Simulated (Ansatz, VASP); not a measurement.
## I in VASP and in Ansatz

```
CELL_PARAMETERS angstrom
3.57847 -2.36510 0.00000
3.57847 2.36510 0.00000
0.00000 0.00000 9.64782
ATOMIC_POSITIONS crystal
I 0.85000 0.15000 0.11700
I 0.65000 0.35000 0.61700
I 0.15000 0.85000 0.88300
I 0.35000 0.65000 0.38300
```

Change from the starting cell: functional r2scan, volume scaled by 0.96, PAW files.

Alike in both runs: task electric field gradients; functional r2SCAN; k mesh 6 × 6 × 3; occupations fermi-dirac, width 0.03 eV; no spin polarisation.

|  | VASP | Ansatz |
| --- | --- | --- |
| version | VASP 6.6.1 | Ansatz 0.2.0 |
| potentials or method | VASP PAW PBE potentials, release 64 (I) | PAW with Ansatz's default frozen-core files, scalar-relativistic |
| plane-wave cutoff (eV) | 520 | 500 |
| valence electrons in the cell | 28 | 68 |

|  | VASP | Ansatz | Ansatz less VASP |
| --- | --- | --- | --- |
| gap on the k mesh at the Fermi level (eV) | 1.59 | 1.60 | +0.008 |
| pressure (GPa) | 2.1 | 2.2 | +0.06 |
| traceless stress, the component that is largest in VASP (GPa) | 1.43 | 1.48 | +0.044 |
| rms of the force components (eV/Å) | 0.436 | 0.443 | +0.0074 |
| size of Vzz on the site where it differs most (V/Å²) | 1182.9 | 1216.3 | +33.41 |

VASP's potentials were made for PBE, not for r2SCAN. Atom by atom the forces differ by 0.007 eV/Å (rms over components). VASP's potentials hold 28 valence electrons a cell and Ansatz's 68, so a difference there can come from the potentials and not from the codes.

Neither program's run includes spin-orbit coupling.
